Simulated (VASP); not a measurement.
# Mg5ScI2 (P4/mmm) in VASP: single point with PBE

Aim: the single point of Mg5ScI2 with PBE.

Program: VASP 6.6.1. These are calculated values, not measurements. Logs are shortened: lines on timing, memory, paths and dates and some standing lists are left out, and cuts for length are marked.

## 1. The cell of the first run

It takes space group P4/mmm (No. 123, tetragonal). Conventional cell: a = 4.365 Å, b = 4.365 Å, c = 10.992 Å, α = 90.00°, β = 90.00°, γ = 90.00°. Within 4.1 Å of Mg (site symmetry 2mm) lie 6 Mg at 3.09 to 3.55 Å and 2 Sc at 3.47 Å and 4 I at 3.47 to 3.55 Å. Within 4.1 Å of Mg (site symmetry 4/mmm) lie 4 I at 3.09 Å and 8 Mg at 3.55 Å. Sc (site symmetry 4/mmm) has 4 I at 3.09 Å and 8 Mg at 3.47 Å within 4.1 Å. I (site symmetry 4/mmm) has 12 Mg at 3.09 to 3.55 Å within 4.1 Å. I (site symmetry 4/mmm) has 4 Sc at 3.09 Å and 8 Mg at 3.47 Å within 4.1 Å.

## 2. Single point, PBE

Contents of INCAR:

```
SYSTEM = Mg5ScI2
PREC = Accurate
ENCUT = 520
EDIFF = 1E-6
ISMEAR = 0
SIGMA = 0.1
LREAL = .FALSE.
LASPH = .TRUE.
NELM = 60
ALGO = Normal
ISIF = 2
LWAVE = .FALSE.
LCHARG = .FALSE.
GGA = PE
NBANDS = 28
```

Contents of KPOINTS:

```
regular mesh
0
G
  10 10 4
  0 0 0
```

Contents of POSCAR:

```
Mg5ScI2
1.0
    4.3653277251      0.0000000000      0.0000000000
    0.0000000000      4.3653277251      0.0000000000
    0.0000000000      0.0000000000     10.9917920543
Mg Sc I
5 1 2
Direct
    0.0000000000      0.5000000000      0.2542345093
    0.5000000000      0.0000000000      0.7457654907
    0.5000000000      0.0000000000      0.2542345093
    0.0000000000      0.5000000000      0.7457654907
    0.5000000000      0.5000000000      0.0000000000
    0.0000000000      0.0000000000      0.5000000000
    0.0000000000      0.0000000000      0.0000000000
    0.5000000000      0.5000000000      0.5000000000
```

Potentials or basis: VASP PAW PBE potentials, release 64 (Mg, Sc_sv, I).

Run with:

```sh
cat potpaw_PBE.64/Mg/POTCAR potpaw_PBE.64/Sc_sv/POTCAR potpaw_PBE.64/I/POTCAR > POTCAR
mpirun -np 1 vasp_std > vasp.out
```

OUTCAR:

```text
SYSTEM = Mg5ScI2
   PREC = Accurate
   ENCUT = 520
   EDIFF = 1E-6
   ISMEAR = 0
   LREAL = .FALSE.
   LASPH = .TRUE.
   NELM = 60
   ISIF = 2
   GGA = PE

 ion  position               nearest neighbor table
   1  0.000  0.500  0.254-   3 3.09   3 3.09   3 3.09   3 3.09   6 3.47   8 3.47   8 3.47   6 3.47
                             7 3.55   5 3.55   5 3.55   7 3.55
   2  0.500  0.000  0.746-   4 3.09   4 3.09   4 3.09   4 3.09   8 3.47   8 3.47   6 3.47   6 3.47
                             7 3.55   5 3.55   7 3.55   5 3.55
   3  0.500  0.000  0.254-   1 3.09   1 3.09   1 3.09   1 3.09   8 3.47   8 3.47   6 3.47   6 3.47
                             7 3.55   5 3.55   7 3.55   5 3.55
   4  0.000  0.500  0.746-   2 3.09   2 3.09   2 3.09   2 3.09   6 3.47   8 3.47   8 3.47   6 3.47
                             7 3.55   5 3.55   5 3.55   7 3.55
   5  0.500  0.500  0.000-   7 3.09   7 3.09   7 3.09   7 3.09   1 3.55   2 3.55   3 3.55   2 3.55
                             1 3.55   4 3.55   3 3.55   4 3.55
   6  0.000  0.000  0.500-   8 3.09   8 3.09   8 3.09   8 3.09   1 3.47   1 3.47   4 3.47   2 3.47
                             2 3.47   3 3.47   3 3.47   4 3.47
   7  0.000  0.000  0.000-   5 3.09   5 3.09   5 3.09   5 3.09   1 3.55   1 3.55   4 3.55   2 3.55
                             2 3.55   3 3.55   3 3.55   4 3.55
   8  0.500  0.500  0.500-   6 3.09   6 3.09   6 3.09   6 3.09   1 3.47   2 3.47   3 3.47   2 3.47
                             1 3.47   4 3.47   3 3.47   4 3.47

  LATTYP: Found a simple tetragonal cell.
 ALAT       =     4.3653277251
 C/A-ratio  =     2.5179763689

  Lattice vectors:

 A1 = (   4.3653277251,   0.0000000000,   0.0000000000)
 A2 = (   0.0000000000,   4.3653277251,   0.0000000000)
 A3 = (   0.0000000000,   0.0000000000,  10.9917920543)

Analysis of symmetry for initial positions (statically):
=====================================================================
 Subroutine PRICEL returns:
 Original cell was already a primitive cell.

 Routine SETGRP: Setting up the symmetry group for a
 simple tetragonal supercell.

 Subroutine GETGRP returns: Found 16 space group operations
 (whereof 16 operations were pure point group operations)
 out of a pool of 16 trial point group operations.

The static configuration has the point symmetry D_4h.

Analysis of symmetry for dynamics (positions and initial velocities):
=====================================================================
 Subroutine PRICEL returns:
 Original cell was already a primitive cell.

 Routine SETGRP: Setting up the symmetry group for a
 simple tetragonal supercell.

 Subroutine GETGRP returns: Found 16 space group operations
 (whereof 16 operations were pure point group operations)
 out of a pool of 16 trial point group operations.

The dynamic configuration has the point symmetry D_4h.

 Subroutine INISYM returns: Found 16 space group operations
 (whereof 16 operations are pure point group operations),
 and found     1 'primitive' translations

----------------------------------------------------------------------------------------

                                     Primitive cell

  volume of cell :     209.4605

  direct lattice vectors                    reciprocal lattice vectors
     4.365327725  0.000000000  0.000000000     0.229077875  0.000000000  0.000000000
     0.000000000  4.365327725  0.000000000     0.000000000  0.229077875  0.000000000
     0.000000000  0.000000000 10.991792054     0.000000000  0.000000000  0.090976976

  length of vectors
     4.365327725  4.365327725 10.991792054     0.229077875  0.229077875  0.090976976

  position of ions in fractional coordinates (direct lattice)
     0.000000000  0.500000000  0.254234509
     0.500000000  0.000000000  0.745765491
     0.500000000  0.000000000  0.254234509
     0.000000000  0.500000000  0.745765491
     0.500000000  0.500000000  0.000000000
     0.000000000  0.000000000  0.500000000
     0.000000000  0.000000000  0.000000000
     0.500000000  0.500000000  0.500000000

  ion indices of the primitive-cell ions
   primitive index   ion index
                 1           1
                 2           2
                 3           3
                 4           4
                 5           5
                 6           6
                 7           7
                 8           8

----------------------------------------------------------------------------------------

 KPOINTS: regular mesh

Automatic generation of k-mesh.
 Grid dimensions read from file:
 generate k-points for:   10   10    4

 Generating k-lattice:

  Cartesian coordinates                     Fractional coordinates (reciprocal lattice)
     0.022907788  0.000000000  0.000000000     0.100000000  0.000000000  0.000000000
     0.000000000  0.022907788  0.000000000     0.000000000  0.100000000  0.000000000
     0.000000000  0.000000000  0.022744244     0.000000000  0.000000000  0.250000000

  Length of vectors
     0.022907788  0.022907788  0.022744244

  Shift w.r.t. Gamma in fractional coordinates (k-lattice)
     0.000000000  0.000000000  0.000000000

 Subroutine IBZKPT returns following result:
 ===========================================

 Found     63 irreducible k-points:

 Following reciprocal coordinates:
            Coordinates               Weight
  0.000000  0.000000  0.000000      1.000000
  0.100000  0.000000  0.000000      4.000000
  0.200000  0.000000  0.000000      4.000000
  0.300000  0.000000  0.000000      4.000000
  0.400000  0.000000  0.000000      4.000000
  0.500000  0.000000  0.000000      2.000000
[... 16 lines left out ...]
  0.100000  0.000000  0.250000      8.000000
  0.200000  0.000000  0.250000      8.000000
 [... further k-points ...]
   k-points           NKPTS =     63   k-points in BZ     NKDIM =     63   number of bands    NBANDS=     28
   number of dos      NEDOS =    301   number of ions     NIONS =      8
   total plane-waves  NPLWV =  86016
   dimension x,y,z NGX =    32 NGY =   32 NGZ =   84
   dimension x,y,z NGXF=    64 NGYF=   64 NGZF=  168
   ions per type =               5   1   2
   NGX,Y,Z   is equivalent  to a cutoff of  12.19, 12.19, 12.70 a.u.
   NGXF,Y,Z  is equivalent  to a cutoff of  24.37, 24.37, 25.41 a.u.
 SYSTEM =  Mg5ScI2
   PREC   = accura    normal or accurate (medium, high low for compatibility)
   ISTART =      0    job   : 0-new  1-cont  2-samecut
   ICHARG =      2    charge: 1-file 2-atom 10-const
   ISPIN  =      1    spin polarized calculation?
   LNONCOLLINEAR =      F non collinear calculations
   LSORBIT =      F    spin-orbit coupling
   LASPH  =      T    aspherical Exc in radial PAW
   ENCUT  =  520.0 eV  38.22 Ry    6.18 a.u.   8.12  8.12 20.44*2*pi/ulx,y,z
   NELM   =     60;   NELMIN=  2; NELMDL= -5     # of ELM steps
   EDIFF  = 0.1E-05   stopping-criterion for ELM
   LREAL  =      F    real-space projection
   EDIFFG = 0.1E-04   stopping-criterion for IOM
   NSW    =      0    number of steps for IOM
   IBRION =     -1    ionic relax: 0-MD 1-quasi-New 2-CG
   NFREE  =      0    steps in history (QN), initial steepest desc. (CG)
   ISIF   =      2    stress and relaxation
   ISYM   =      2    0-nonsym 1-usesym 2-fastsym
   POTIM  = 0.5000    time-step for ionic-motion
   TEBEG  =    0.0;   TEEND  =   0.0 temperature during run
   PSTRESS=    0.0 pullay stress
   NELECT =      35.0000    total number of electrons
   NUPDOWN=      -1.0000    fix difference up-down
   EMIN   =  10.00;   EMAX   =-10.00  energy-range for DOS
   EFERMI =   0.00;   METHOD = LEGACY
   ISMEAR =     0;   SIGMA  =   0.10  broadening in eV -4-tet -1-fermi 0-gaus
   EFERMI_NEDOS =   21; number of points for ismear=-14 and -15
   IALGO  =     38    algorithm
   IMIX   =      4    mixing-type and parameters
     AMIX     =   0.40;   BMIX     =  1.00
     AMIX_MAG =   1.60;   BMIX_MAG =  1.00
  volume/ion in A,a.u.               =      26.18       176.69
  Fermi-wavevector in a.u.,A,eV,Ry     =   0.901703  1.703971 11.062462  0.813068
  Thomas-Fermi vector in A             =   2.024816
   LORBIT       =      0    0 simple, 1 ext, 2 COOP (PROOUT), +10 PAW based schemes
   GGA     = PE    functional components
   LHFCALC =     F    Hartree Fock is set to
   AEXX    =    0.0000 exact exchange contribution
   IVDW    =     0    specifies the selected vdW correction
   LEPSILON=     F    determine dielectric tensor
   LRPA    =     F    only Hartree local field effects (RPA)
 non-spin polarized calculation
 Gauss-broadening in eV      SIGMA  =   0.10
  energy-cutoff  :      520.00
  volume of cell :      209.46
 maximum number of plane-waves:      5688
   NGX = 17   NGY = 17   NGZ = 41

 number of electron      34.9999992 magnetization

 Free energy of the ion-electron system (eV)
  ---------------------------------------------------
  ext. energy  EPLUGINS =         0.00000000
  ---------------------------------------------------
  free energy    TOTEN  =       -16.98876244 eV

  energy without entropy =      -16.96555918  energy(sigma->0) =      -16.97716081

 E-fermi :   4.5614     XC(G=0):  -8.8496

 val. band max:        4.5518585534   @ k =   0.3000   0.1000   0.5000
 cond. band min:       4.5652986717   @ k =   0.3000   0.2000   0.5000
 fundamental gap:      0.0134401183
 Fermi energy:         4.5614188423

 k-point     1 :       0.0000    0.0000    0.0000
  band No.  band energies     occupation
      1     -45.9927      2.00000
      2     -24.6842      2.00000
      3     -24.6842      2.00000
      4     -24.5172      2.00000
      5     -10.4804      2.00000
      6     -10.1200      2.00000
[... 20 lines left out ...]
     27       7.0996      0.00000
     28       7.4016      0.00000

 k-point     2 :       0.1000    0.0000    0.0000
  band No.  band energies     occupation
      1     -45.9927      2.00000
      2     -24.6854      2.00000
      3     -24.6839      2.00000
      4     -24.5171      2.00000
      5     -10.4571      2.00000
      6     -10.1004      2.00000
[... 674 lines left out ...]
 k-point    24 :       0.2000    0.0000    0.2500
  band No.  band energies     occupation
      1     -45.9926      2.00000
      2     -24.6888      2.00000
      3     -24.6833      2.00000
      4     -24.5168      2.00000
      5     -10.3945      2.00000
      6     -10.0481      2.00000
[... 20 lines left out ...]
     27       7.2695      0.00000
     28       7.6130      0.00000

 [... further k-points ...]
[... 5 lines left out ...]
  --------------------------------------------------------------------------------------
  -------------------------------------------------------------------------------------
  Total       -0.0982438     -0.0982438     -0.0408238      0.0000000      0.0000000     -0.0000000
  in kB       -0.7514730     -0.7514730     -0.3122638      0.0000000      0.0000000     -0.0000000
  external PRESSURE =      -0.6050699 kB  Pullay stress =       0.0000000 kB

 VOLUME and BASIS-vectors are now :
 -----------------------------------------------------------------------------
  energy-cutoff  :      520.00
  volume of cell :      209.46
      direct lattice vectors                 reciprocal lattice vectors
     4.365327725  0.000000000  0.000000000     0.229077875  0.000000000  0.000000000
     0.000000000  4.365327725  0.000000000     0.000000000  0.229077875  0.000000000
     0.000000000  0.000000000 10.991792054     0.000000000  0.000000000  0.090976976

 POSITION                                       TOTAL-FORCE (eV/Angst)
 -----------------------------------------------------------------------------------
      0.00000      2.18266      2.79449         0.000000     -0.000000     -0.001430
      2.18266      0.00000      8.19730         0.000000      0.000000      0.001430
      2.18266      0.00000      2.79449         0.000000      0.000000     -0.001430
      0.00000      2.18266      8.19730         0.000000     -0.000000      0.001430
      2.18266      2.18266      0.00000         0.000000     -0.000000      0.000000
      0.00000      0.00000      5.49590         0.000000     -0.000000      0.000000
      0.00000      0.00000      0.00000         0.000000     -0.000000      0.000000
      2.18266      2.18266      5.49590         0.000000     -0.000000      0.000000
 -----------------------------------------------------------------------------------
    total drift:                                0.000000      0.000000      0.000000

  FREE ENERGIE OF THE ION-ELECTRON SYSTEM (eV)
  ---------------------------------------------------
  free  energy   TOTEN  =       -16.9887624378 eV

  energy  without entropy=      -16.9655591756  energy(sigma->0) =      -16.97716081
```

Run time: 4.6 min. Hardware: 1 thread of Intel Xeon Platinum 8259CL at 2.50GHz (Skylake/Cascade Lake), shared host; peak memory 0.53 GiB.

Results:

```
Free energy            : -16.9888 eV
Pressure               : -0.1 GPa
Band gap on the k mesh : zero (an odd number of electrons rules out a gap without spin polarisation)
```

Levels at points of the mesh, in eV from the Fermi level:
```csv
k point,band 14,band 15,band 16,band 17,band 18,band 19,band 20,band 21
"(0.00, 0.00, 0.00)",-2.02,-1.45,-1.32,0.14,0.14,0.17,0.31,1.01
"(0.50, 0.00, 0.00)",-2.30,-2.28,-2.17,0.30,0.60,0.72,0.82,0.87
"(0.50, 0.50, 0.00)",-2.07,-2.07,-1.92,-0.57,-0.30,0.09,0.09,0.19
"(0.00, 0.00, 0.50)",-3.25,-1.32,-1.05,-0.27,0.19,0.19,0.31,0.77
"(0.50, 0.00, 0.50)",-3.08,-1.56,-1.04,0.34,0.37,0.61,0.74,0.87
"(0.50, 0.50, 0.50)",-1.77,-1.77,-1.50,-1.28,-1.07,-1.01,-1.01,0.78
```

Caveat: spin-orbit coupling is left out, which moves the levels of the heavy elements; an odd number of electrons without spin polarisation forces a metal; a magnetic or distorted state may lie lower.
